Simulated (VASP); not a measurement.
Write the native input for VASP 6.6.1 that does the following.

```
Task                   : single point
Functional             : PBEsol
Potentials or basis    : VASP PAW PBE potentials, release 64 (P)
Cutoff                 : 500 eV
k mesh                 : 17 × 17 × 17
Occupations            : fermi-dirac, width 0.05 eV
Spin                   : no spin polarisation
Dipole correction      : no
Further INCAR settings : ALGO = Normal; EDIFF = 1e-06; NBANDS = 8
```

The structure of P lies in POSCAR:

```
P
1.0
   -1.5066301413      1.5066301413      1.5066301413
    1.5066301413     -1.5066301413      1.5066301413
    1.5066301413      1.5066301413     -1.5066301413
P
1
Direct
    0.0000000000      0.0000000000      0.0000000000
```

This isn't the form of P at room conditions, which is orthorhombic.

The input as run:

INCAR

```
ALGO = Normal
EDIFF = 1E-6
ENCUT = 500
GGA = PS
GGA_COMPAT = False
ISIF = 2
ISMEAR = -1
LASPH = True
LCHARG = False
LREAL = False
LWAVE = False
NBANDS = 8
NELM = 120
PREC = Accurate
SIGMA = 0.05
```

KPOINTS

```
k-points
0
Gamma
  17 17 17
```

Potentials or basis: VASP PAW PBE potentials, release 64 (P).

The run is started by

```bash
$ cat potpaw_PBE.64/P/POTCAR > POTCAR
$ mpirun -np 1 vasp_std > vasp.out
```

Results of the run:

```
Pressure               : 0.1 GPa
Band gap on the k mesh : zero (an odd number of electrons rules out a gap without spin polarisation)
```

Caveat: the PAW data sets were made with another functional, which shifts forces and pressure a little.

Wall time 6.9 s on 1 thread of Intel(R) Xeon(R) Platinum 8375C CPU @ 2.90GHz (Ice Lake) (shared host), peak memory 0.13 GiB.
